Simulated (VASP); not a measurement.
Runs of VASP 6.6.1 on CuO. The structure is that of space group R3m (No. 160), or close to it. The cells are those of the table. 

| task | level | potentials or basis | cell | k mesh | cutoff (eV) | gap on the mesh (eV) | pressure (GPa) | relaxed volume (Å³/atom) | largest force (eV/Å) |
| --- | --- | --- | --- | --- | --- | --- | --- | --- | --- |
| single point | RPBE | VASP PAW PBE potentials, release 64 (Cu_sv_GW, O) | a = 2.973 Å, angles 60.0°, 2 atoms | 11 × 11 × 11 | 820 | none | 28.5 | - | 1.19 |
| relaxation of cell and atoms | PBE | VASP PAW PBE potentials, release 64 (Cu, O) | relaxed from a = 2.993 Å, angles 60.0°, 2 atoms | 9 × 9 × 9 | 600 | none | 0.0 | 9.56 | - |
| single point | PBE | VASP PAW PBE potentials, release 64 (Cu_sv_GW, O_h) | a = 2.993 Å, angles 60.0°, 2 atoms | 6 × 6 × 6 | 1340 | none | 18.3 | - | 0.89 |
| relaxation of cell and atoms | PBEsol | VASP PAW PBE potentials, release 64 (Cu, O) | relaxed from a = 2.993 Å, angles 60.0°, 2 atoms | 9 × 9 × 9 | 600 | none | 0.0 | (b) | - |
| relaxation of cell and atoms | LDA | VASP PAW LDA potentials, release 64 (Cu, O) | relaxed from a = 2.993 Å, angles 60.0°, 2 atoms | 9 × 9 × 9 | 600 | none | 0.0 | (a) | - |
| single point | BLYP | VASP PAW PBE potentials, release 64 (Cu_sv_GW, O) | a = 3.052 Å, angles 60.0°, 2 atoms | 11 × 11 × 11 | 820 | none | 13.2 | - | 0.67 |

Alike in all rows: no spin polarisation; smearing fermi-dirac 0.05 eV.

Problem. Fill in the values left out.

Solution. (a) 8.78; (b) 9.10.

Caveats: some runs use coarse meshes; an odd number of electrons without spin polarisation forces a metal; a magnetic or distorted state may lie lower; semilocal functionals often make such compounds metallic where correlation or magnetic order opens a gap, which also shifts bond lengths; the PAW data sets were made with another functional, which shifts forces and pressure a little (at least some runs); the cell stands under pressure (at least some runs).

A gap of «none» marks levels without a gap at the run's occupations.

The runs don't all hold the same shells in valence.
